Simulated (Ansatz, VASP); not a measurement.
# SrO: VASP beside Ansatz

Contents of INCAR:

```
PREC = Accurate ; ENCUT = 520
EDIFF = 1E-6 ; ISMEAR = 0
SIGMA = 0.05 ; LREAL = F
LASPH = T ; NELM = 100
ALGO = Normal ; ISIF = 2
LWAVE = F ; LCHARG = F
NBANDS = 15
```

KPOINTS

```
Automatic mesh
0
Gamma
  8 8 8
```

POSCAR

```
SrO
1.0
    0.0000000000      2.5698000000      2.5698000000
    2.5698000000      0.0000000000      2.5698000000
    2.5698000000      2.5698000000      0.0000000000
Sr O
1 1
Direct
    0.0000000000      0.0000000000     -0.0583703012
    0.5000000000      0.5000000000      0.5000000000
```

Input for Ansatz:

```yaml
crystal:
  lattice:
    - [0.0, 2.5698, 2.5698]
    - [2.5698, 0.0, 2.5698]
    - [2.5698, 2.5698, 0.0]
  atoms:
    - { symbol: Sr, position: [0.0, 0.0, -0.0583703012] }
    - { symbol: O, position: [0.5, 0.5, 0.5] }
basis:
  ecutwfc: 420
kpoints:
  mp_grid: { grid: [8, 8, 8] }
hamiltonian:
  xc: lda
scf:
  occupations: { method: gaussian, width: 0.05 }
output:
  forces: true
  stress: true
  eigenvalues: true
```

Alike in both runs: task single point; functional LDA; k mesh 8 × 8 × 8; occupations gaussian, width 0.05 eV; no spin polarisation.

|  | VASP | Ansatz |
| --- | --- | --- |
| version | VASP 6.6.1 | Ansatz 0.2.0 |
| potentials or method | VASP PAW LDA potentials, release 64 (Sr_sv, O), cutoff 520 eV | scalar-relativistic, plane waves, PAW |
| valence electrons in the cell | 16 | 16 |

VASP gave:

| Item | Value |
| --- | --- |
| gap on the k mesh at the Fermi level (eV) | 3.39 |
| least direct gap on the mesh (eV) | 3.39 |
| pressure (GPa) | -2.3 |
| traceless stress, the component that is largest in VASP (GPa) | -1.70 |
| rms of the force components (eV/Å) | 0.275 |

Estimate Ansatz's values.

gap on the k mesh at the Fermi level (eV): 3.43; least direct gap on the mesh (eV): 3.43; pressure (GPa): -3.0; traceless stress, the component that is largest in VASP (GPa): -1.59; rms of the force components (eV/Å): 0.254.

LDA's correlation is that of Perdew and Zunger in VASP and of Perdew and Wang (1992) in Ansatz. Atom by atom the forces differ by 0.021 eV/Å (rms over components).
